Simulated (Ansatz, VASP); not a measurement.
SiC: VASP and Ansatz over several settings

```
Si C
1.0
     3.05317    0.00000    0.00000
    -1.52659    2.64412    0.00000
     0.00000    0.00000   14.96497
Si C
6 6
Direct
  0.66667 0.33333 0.45830
  0.33333 0.66667 0.95830
  0.66667 0.33333 0.79170
  0.33333 0.66667 0.29170
  0.00000 0.00000 0.62500
  0.00000 0.00000 0.12500
  0.66667 0.33333 0.33330
  0.33333 0.66667 0.83330
  0.66667 0.33333 0.66670
  0.33333 0.66667 0.16670
  0.00000 0.00000 0.50000
  0.00000 0.00000 0.00000
```

Single points on this cell with VASP 6.6.1 and Ansatz 0.2.0. Each row is one pair of runs. Alike in all rows: spin: off; k mesh: 10 × 10 × 2; smearing: fermi-dirac, width 0.05 eV; VASP's potentials, cutoff: VASP PAW PBE potentials, release 64 (Si, C), 520 eV.

| level | Ansatz's potentials, cutoff | gap on the k mesh at the Fermi level (eV), VASP | gap on the k mesh at the Fermi level (eV), Ansatz | least direct gap on the mesh (eV), VASP | least direct gap on the mesh (eV), Ansatz | pressure (GPa), VASP | pressure (GPa), Ansatz |
| --- | --- | --- | --- | --- | --- | --- | --- |
| PBEsol | Ansatz PAW, 420 eV | 1.90 | 1.91 | 3.01 | 3.02 | 6.5 | 6.1 |
| BLYP | Ansatz PAW, 420 eV | 2.33 | 2.32 | 3.43 | 3.41 | 15.0 | 14.3 |
| PBE | JTH PAW, 780 eV | 2.01 | 2.02 | 3.11 | 3.14 | 9.6 | 9.1 |
| RPBE+D3(BJ) | Ansatz PAW, 420 eV | 2.02 | 2.03 | 3.12 | 3.13 | -10.9 | -10.3 |
| PBE exchange alone | Ansatz PAW, 420 eV | 2.33 | 2.32 | 3.42 | 3.41 | 27.1 | 26.8 |

Gap on the k mesh at the fermi level (eV): the two programs differ by at most 0.009; least direct gap on the mesh (eV): the two programs differ by at most 0.025; pressure (GPa): the two programs differ by at most 0.65.
